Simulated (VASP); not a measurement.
# ZrBi2I6 (Fm-3m) in VASP: single point with r2SCAN

Aim: the single point of ZrBi2I6 with r2SCAN.

Program: VASP 6.6.1. These are calculated values, not measurements. Logs are shortened: lines on timing, memory, paths and dates and some standing lists are left out, and cuts for length are marked.

## (1) The cell of the first run

It takes space group Fm-3m (No. 225, cubic). Conventional cell: a = 11.211 Å, b = 11.211 Å, c = 11.211 Å, α = 90.00°, β = 90.00°, γ = 90.00°. Within 3.6 Å of I (site symmetry 4mm) lie 1 Zr at 2.73 Å. Within 3.6 Å of Zr (site symmetry m-3m) lie 6 I at 2.73 Å. Within 5.2 Å of Bi (site symmetry -43m) lie 12 I at 3.96 Å and 4 Zr at 4.85 Å.

## (2) Single point, r2SCAN

POSCAR

```
ZrBi2I6
1.0
    0.0000000000      5.6055560000      5.6055560000
    5.6055560000      0.0000000000      5.6055560000
    5.6055560000      5.6055560000      0.0000000000
I Zr Bi
6 1 2
Direct
    0.7563000000      0.2437000000      0.2437000000
    0.2437000000      0.7563000000      0.2437000000
    0.2437000000      0.7563000000      0.7563000000
    0.7563000000      0.2437000000      0.7563000000
    0.2437000000      0.2437000000      0.7563000000
    0.7563000000      0.7563000000      0.2437000000
    0.0000000000      0.0000000000      0.0000000000
    0.2500000000      0.2500000000      0.2500000000
    0.7500000000      0.7500000000      0.7500000000
```

INCAR.step1

```
SYSTEM = ZrBi2I6
ALGO = Normal ; EDIFF = 1E-4
ENCUT = 520 ; GGA = PE
ISMEAR = 0 ; LASPH = .True.
LCHARG = .False. ; LREAL = .False.
LWAVE = .True. ; NBANDS = 52
NELM = 60 ; PREC = Accurate
SIGMA = 0.0587
```

INCAR.step2

```
SYSTEM = ZrBi2I6
ALGO = Normal ; EDIFF = 1E-6
ENCUT = 520 ; ISIF = 2
ISMEAR = 0 ; ISTART = 1
LASPH = .True. ; LCHARG = .False.
LMIXTAU = .True. ; LREAL = .False.
LWAVE = .False. ; METAGGA = R2SCAN
NBANDS = 52 ; NELM = 60
PREC = Accurate ; SIGMA = 0.0587
```

KPOINTS

```
k-points
0
Gamma
  5 5 5
  0 0 0
```

Potentials or basis: VASP PAW PBE potentials, release 64 (I, Zr_sv, Bi_d).

Run with:

```bash
$ cat potpaw_PBE.64/I/POTCAR potpaw_PBE.64/Zr_sv/POTCAR potpaw_PBE.64/Bi_d/POTCAR > POTCAR
$ cp INCAR.step1 INCAR
$ mpirun -np 1 vasp_std > vasp.out
$ cp INCAR.step2 INCAR
$ mpirun -np 1 vasp_std > vasp.out
```

OUTCAR:

```text
SYSTEM = ZrBi2I6
   EDIFF = 1E-6
   ENCUT = 520
   ISIF = 2
   ISMEAR = 0
   ISTART = 1
   LASPH = .True.
   LREAL = .False.
   METAGGA = R2SCAN
   NELM = 60
   PREC = Accurate

 ion  position               nearest neighbor table
   1  0.756  0.244  0.244-   7 2.73
   2  0.244  0.756  0.244-   7 2.73
   3  0.244  0.756  0.756-   7 2.73
   4  0.756  0.244  0.756-   7 2.73
   5  0.244  0.244  0.756-   7 2.73
   6  0.756  0.756  0.244-   7 2.73
   7  0.000  0.000  0.000-   1 2.73   2 2.73   3 2.73   4 2.73   5 2.73   6 2.73
   8  0.250  0.250  0.250-
   9  0.750  0.750  0.750-

  LATTYP: Found a face centered cubic cell.
 ALAT       =    11.2111120000

  Lattice vectors:

 A1 = (   0.0000000000,   5.6055560000,   5.6055560000)
 A2 = (   5.6055560000,   0.0000000000,   5.6055560000)
 A3 = (   5.6055560000,   5.6055560000,   0.0000000000)

Analysis of symmetry for initial positions (statically):
=====================================================================
 Subroutine PRICEL returns:
 Original cell was already a primitive cell.

 Routine SETGRP: Setting up the symmetry group for a
 face centered cubic supercell.

 Subroutine GETGRP returns: Found 48 space group operations
 (whereof 48 operations were pure point group operations)
 out of a pool of 48 trial point group operations.

The static configuration has the point symmetry O_h .

Analysis of symmetry for dynamics (positions and initial velocities):
=====================================================================
 Subroutine PRICEL returns:
 Original cell was already a primitive cell.

 Routine SETGRP: Setting up the symmetry group for a
 face centered cubic supercell.

 Subroutine GETGRP returns: Found 48 space group operations
 (whereof 48 operations were pure point group operations)
 out of a pool of 48 trial point group operations.

The dynamic configuration has the point symmetry O_h .

 Subroutine INISYM returns: Found 48 space group operations
 (whereof 48 operations are pure point group operations),
 and found     1 'primitive' translations

----------------------------------------------------------------------------------------

                                     Primitive cell

  volume of cell :     352.2785

  direct lattice vectors                    reciprocal lattice vectors
     0.000000000  5.605556000  5.605556000    -0.089197218  0.089197218  0.089197218
     5.605556000  0.000000000  5.605556000     0.089197218 -0.089197218  0.089197218
     5.605556000  5.605556000  0.000000000     0.089197218  0.089197218 -0.089197218

  length of vectors
     7.927453320  7.927453320  7.927453320     0.154494113  0.154494113  0.154494113

  position of ions in fractional coordinates (direct lattice)
     0.756300000  0.243700000  0.243700000
     0.243700000  0.756300000  0.243700000
     0.243700000  0.756300000  0.756300000
     0.756300000  0.243700000  0.756300000
     0.243700000  0.243700000  0.756300000
     0.756300000  0.756300000  0.243700000
     0.000000000  0.000000000  0.000000000
     0.250000000  0.250000000  0.250000000
     0.750000000  0.750000000  0.750000000

  ion indices of the primitive-cell ions
   primitive index   ion index
                 1           1
                 2           2
                 3           3
                 4           4
                 5           5
                 6           6
                 7           7
                 8           8
                 9           9

----------------------------------------------------------------------------------------

 KPOINTS: k-points

Automatic generation of k-mesh.
 Grid dimensions read from file:
 generate k-points for:    5    5    5

 Generating k-lattice:

  Cartesian coordinates                     Fractional coordinates (reciprocal lattice)
    -0.017839444  0.017839444  0.017839444     0.200000000  0.000000000  0.000000000
     0.017839444 -0.017839444  0.017839444     0.000000000  0.200000000  0.000000000
     0.017839444  0.017839444 -0.017839444     0.000000000  0.000000000  0.200000000

  Length of vectors
     0.030898823  0.030898823  0.030898823

  Shift w.r.t. Gamma in fractional coordinates (k-lattice)
     0.000000000  0.000000000  0.000000000

 Subroutine IBZKPT returns following result:
 ===========================================

 Found     10 irreducible k-points:

 Following reciprocal coordinates:
            Coordinates               Weight
  0.000000  0.000000  0.000000      1.000000
  0.200000  0.000000  0.000000      8.000000
  0.400000  0.000000  0.000000      8.000000
  0.200000  0.200000  0.000000      6.000000
  0.400000  0.200000  0.000000     24.000000
 -0.400000  0.200000  0.000000     24.000000
 -0.200000  0.200000  0.000000     12.000000
  0.400000  0.400000  0.000000      6.000000
 -0.400000  0.400000  0.000000     12.000000
 -0.400000  0.400000  0.200000     24.000000
   k-points           NKPTS =     10   k-points in BZ     NKDIM =     10   number of bands    NBANDS=     52
   number of dos      NEDOS =    301   number of ions     NIONS =      9
   total plane-waves  NPLWV = 216000
   dimension x,y,z NGX =    60 NGY =   60 NGZ =   60
   dimension x,y,z NGXF=   120 NGYF=  120 NGZF=  120
   ions per type =               6   1   2
   NGX,Y,Z   is equivalent  to a cutoff of  12.58, 12.58, 12.58 a.u.
   NGXF,Y,Z  is equivalent  to a cutoff of  25.17, 25.17, 25.17 a.u.
 SYSTEM =  ZrBi2I6
   PREC   = accura    normal or accurate (medium, high low for compatibility)
   ISTART =      1    job   : 0-new  1-cont  2-samecut
   ICHARG =      0    charge: 1-file 2-atom 10-const
   ISPIN  =      1    spin polarized calculation?
   LNONCOLLINEAR =      F non collinear calculations
   LSORBIT =      F    spin-orbit coupling
   LASPH  =      T    aspherical Exc in radial PAW
   ENCUT  =  520.0 eV  38.22 Ry    6.18 a.u.  14.74 14.74 14.74*2*pi/ulx,y,z
   NELM   =     60;   NELMIN=  2; NELMDL=  0     # of ELM steps
   EDIFF  = 0.1E-05   stopping-criterion for ELM
   LREAL  =      F    real-space projection
   EDIFFG = 0.1E-04   stopping-criterion for IOM
   NSW    =      0    number of steps for IOM
   IBRION =     -1    ionic relax: 0-MD 1-quasi-New 2-CG
   NFREE  =      0    steps in history (QN), initial steepest desc. (CG)
   ISIF   =      2    stress and relaxation
   ISYM   =      2    0-nonsym 1-usesym 2-fastsym
   POTIM  = 0.5000    time-step for ionic-motion
   TEBEG  =    0.0;   TEEND  =   0.0 temperature during run
   PSTRESS=    0.0 pullay stress
   NELECT =      84.0000    total number of electrons
   NUPDOWN=      -1.0000    fix difference up-down
   EMIN   =  10.00;   EMAX   =-10.00  energy-range for DOS
   EFERMI =   0.00;   METHOD = LEGACY
   ISMEAR =     0;   SIGMA  =   0.06  broadening in eV -4-tet -1-fermi 0-gaus
   EFERMI_NEDOS =   21; number of points for ismear=-14 and -15
   IALGO  =     38    algorithm
   IMIX   =      4    mixing-type and parameters
     AMIX     =   0.40;   BMIX     =  1.00
     AMIX_MAG =   1.60;   BMIX_MAG =  1.00
  volume/ion in A,a.u.               =      39.14       264.14
  Fermi-wavevector in a.u.,A,eV,Ry     =   1.015171  1.918395 14.021787  1.030572
  Thomas-Fermi vector in A             =   2.148441
   LORBIT       =      0    0 simple, 1 ext, 2 COOP (PROOUT), +10 PAW based schemes
   METAGGA = R2SCAN    functional components
   LHFCALC =     F    Hartree Fock is set to
   AEXX    =    0.0000 exact exchange contribution
   IVDW    =     0    specifies the selected vdW correction
   LEPSILON=     F    determine dielectric tensor
   LRPA    =     F    only Hartree local field effects (RPA)
 non-spin polarized calculation
 Gauss-broadening in eV      SIGMA  =   0.06
  energy-cutoff  :      520.00
  volume of cell :      352.28
 maximum number of plane-waves:      9497
   NGX = 29   NGY = 29   NGZ = 29

 number of electron      84.0000010 magnetization

 Free energy of the ion-electron system (eV)
  ---------------------------------------------------
  ext. energy  EPLUGINS =         0.00000000
  ---------------------------------------------------
  free energy    TOTEN  =      -288.84861482 eV

  energy without entropy =     -288.83953073  energy(sigma->0) =     -288.84407277

 E-fermi :   4.3456     XC(G=0):  -8.9911

 val. band max:        4.3222938824   @ k =  -0.4000   0.4000   0.2000
 cond. band min:       4.4283413124   @ k =  -0.4000   0.2000   0.0000
 fundamental gap:      0.1060474300
 Fermi energy:         4.3456389440

 k-point     1 :       0.0000    0.0000    0.0000
  band No.  band energies     occupation
      1     -47.4191      2.00000
      2     -24.8140      2.00000
      3     -24.8140      2.00000
      4     -24.8140      2.00000
      5     -19.6958      2.00000
      6     -19.6958      2.00000
[... 44 lines left out ...]
     51       8.4435      0.00000
     52       8.7448      0.00000

 k-point     2 :       0.2000    0.0000    0.0000
  band No.  band energies     occupation
      1     -47.4191      2.00000
      2     -24.8140      2.00000
      3     -24.8140      2.00000
      4     -24.8140      2.00000
      5     -19.6957      2.00000
      6     -19.6957      2.00000
[... 44 lines left out ...]
     51       8.2944      0.00000
     52       9.1301      0.00000

 k-point     3 :       0.4000    0.0000    0.0000
  band No.  band energies     occupation
      1     -47.4191      2.00000
      2     -24.8140      2.00000
      3     -24.8140      2.00000
      4     -24.8140      2.00000
      5     -19.6955      2.00000
      6     -19.6955      2.00000
[... 44 lines left out ...]
     51       8.0931      0.00000
     52       9.6933      0.00000
[... 276 lines left out ...]
 k-point     9 :      -0.4000    0.4000    0.0000
  band No.  band energies     occupation
      1     -47.4191      2.00000
      2     -24.8140      2.00000
      3     -24.8140      2.00000
      4     -24.8140      2.00000
      5     -19.6957      2.00000
      6     -19.6955      2.00000
[... 44 lines left out ...]
     51       8.3525      0.00000
     52      10.3889      0.00000

 k-point    10 :      -0.4000    0.4000    0.2000
  band No.  band energies     occupation
      1     -47.4191      2.00000
      2     -24.8140      2.00000
      3     -24.8140      2.00000
      4     -24.8140      2.00000
      5     -19.6956      2.00000
      6     -19.6955      2.00000
[... 44 lines left out ...]
     51       8.1952      0.00000
     52      10.4097      0.00000

------------------------ aborting loop because EDIFF is reached ----------------------------------------

  FORCE on cell =-STRESS in cart. coord.  units (eV):
  Direction    XX          YY          ZZ          XY          YZ          ZX
  --------------------------------------------------------------------------------------
  -------------------------------------------------------------------------------------
  Total        3.6941113      3.6941113      3.6941113      0.0000000      0.0000000      0.0000000
  in kB       16.8009746     16.8009746     16.8009746      0.0000000      0.0000000      0.0000000
  external PRESSURE =      16.8009746 kB  Pullay stress =       0.0000000 kB

 VOLUME and BASIS-vectors are now :
 -----------------------------------------------------------------------------
  energy-cutoff  :      520.00
  volume of cell :      352.28
      direct lattice vectors                 reciprocal lattice vectors
     0.000000000  5.605556000  5.605556000    -0.089197218  0.089197218  0.089197218
     5.605556000  0.000000000  5.605556000     0.089197218 -0.089197218  0.089197218
     5.605556000  5.605556000  0.000000000     0.089197218  0.089197218 -0.089197218

 POSITION                                       TOTAL-FORCE (eV/Angst)
 -----------------------------------------------------------------------------------
      2.73215      5.60556      5.60556         1.364038      0.000000     -0.000000
      5.60556      2.73215      5.60556        -0.000000      1.364038     -0.000000
      8.47896      5.60556      5.60556        -1.364038      0.000000     -0.000000
      5.60556      8.47896      5.60556        -0.000000     -1.364038     -0.000000
      5.60556      5.60556      2.73215        -0.000000      0.000000      1.364038
      5.60556      5.60556      8.47896        -0.000000      0.000000     -1.364038
      0.00000      0.00000      0.00000        -0.000000      0.000000     -0.000000
      2.80278      2.80278      2.80278        -0.000000     -0.000000     -0.000000
      8.40833      8.40833      8.40833         0.000000     -0.000000      0.000000
 -----------------------------------------------------------------------------------
    total drift:                                0.000000     -0.000000      0.000000

  FREE ENERGIE OF THE ION-ELECTRON SYSTEM (eV)
  ---------------------------------------------------
  free  energy   TOTEN  =      -288.8486148170 eV

  energy  without entropy=     -288.8395307262  energy(sigma->0) =     -288.84407277
```

Run time: 12 min. Hardware: 1 thread of Intel Xeon Platinum 8259CL at 2.50GHz (Skylake/Cascade Lake), shared host; peak memory 0.63 GiB.

Results:

```yaml
Free_energy: -288.8486 eV
Pressure: 1.7 GPa
Largest_force: 1.364 eV/Å
Band_gap_on_the_k_mesh: zero (bands 42 and 43 overlap by 0.24 eV)
```

Forces in eV/Å, atoms in the order of the input:
```
I    1.364  0.000  0.000
I    0.000  1.364  0.000
I   -1.364  0.000  0.000
I    0.000 -1.364  0.000
I    0.000  0.000  1.364
I    0.000  0.000 -1.364
Zr   0.000  0.000  0.000
Bi   0.000  0.000  0.000
Bi   0.000  0.000  0.000
```

Levels at points of the mesh, in eV from the Fermi level:
```tsv
k point	band 40	band 41	band 42	band 43	band 44	band 45
(0.00, 0.00, 0.00)	-1.26	0.08	0.08	0.08	0.86	0.86
```

Caveat: the PAW data sets were made with another functional, which shifts forces and pressure a little; spin-orbit coupling is left out, which moves the levels of the heavy elements.

The gap in the log of VASP goes by the Fermi energy; the results here count the filled bands.